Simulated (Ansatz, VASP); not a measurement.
# Fe in VASP and in Ansatz

The input INCAR:

```
SYSTEM = Fe
PREC = Accurate
ENCUT = 520
EDIFF = 1E-6
ISMEAR = -1
SIGMA = 0.08
LREAL = .False.
LASPH = .True.
NELM = 80
ALGO = Normal
ISIF = 2
LWAVE = .False.
LCHARG = .False.
GGA = PS
NBANDS = 15
```

The input KPOINTS:

```
regular mesh
0
Gamma
  17 17 10
  0 0 0
```

Contents of POSCAR:

```
Fe
1.0
    2.3844669570      0.0000000000      0.0000000000
   -1.1922334785      2.0650089592      0.0000000000
    0.0000000000      0.0000000000      3.7635056374
Fe
2
Direct
    0.3333333333      0.6666666667      0.2500000000
    0.6666666667      0.3333333333      0.7500000000
```

Input for Ansatz:

```yaml
crystal:
  lattice:
    - [2.384466957, 0.0, 0.0]
    - [-1.1922334785, 2.0650089592, 0.0]
    - [0.0, 0.0, 3.7635056374]
  atoms:
    - { symbol: Fe, position: [0.3333333333, 0.6666666667, 0.25] }
    - { symbol: Fe, position: [0.6666666667, 0.3333333333, 0.75] }
kpoints:
  mp_grid: { grid: [17, 17, 10] }
  band_path:
    path:
      - [0.0, 0.0, 0.0]
      - [0.5, 0.0, 0.0]
      - [0.3333333333, 0.3333333333, 0.0]
      - [0.0, 0.0, 0.0]
      - [0.0, 0.0, 0.5]
      - [0.5, 0.0, 0.5]
      - [0.3333333333, 0.3333333333, 0.5]
      - [0.0, 0.0, 0.5]
      - [0.5, 0.0, 0.5]
    npoints: 5
scf:
  occupations: { method: fermi_dirac, width: 0.08 }
hamiltonian:
  xc: pbesol
  pseudopotentials: { kind: all_electron, lapw: { basis_error: 0.00025 } }
output:
  forces: true
  stress: true
  eigenvalues: true
```

Change from the starting cell: volume scaled by 0.94.

Alike in both runs: task single point; functional PBEsol; k mesh 17 × 17 × 10; occupations fermi-dirac, width 0.08 eV; no spin polarisation.

|  | VASP | Ansatz |
| --- | --- | --- |
| version | VASP 6.6.1 | Ansatz 0.2.0 |
| potentials or method | VASP PAW PBE potentials, release 64 (Fe), cutoff 520 eV | all-electron LAPW, scalar-relativistic |

Ansatz gave:

* pressure (GPa): 21.3
* traceless stress, the component that is largest in VASP (GPa): 1.30

Task: Estimate VASP's values.

Result: Pressure (GPa): 20.9; traceless stress, the component that is largest in VASP (GPa): 1.17.

VASP's potentials were made for PBE, not for PBEsol. Ansatz ran all-electron here, and VASP with PAW potentials.
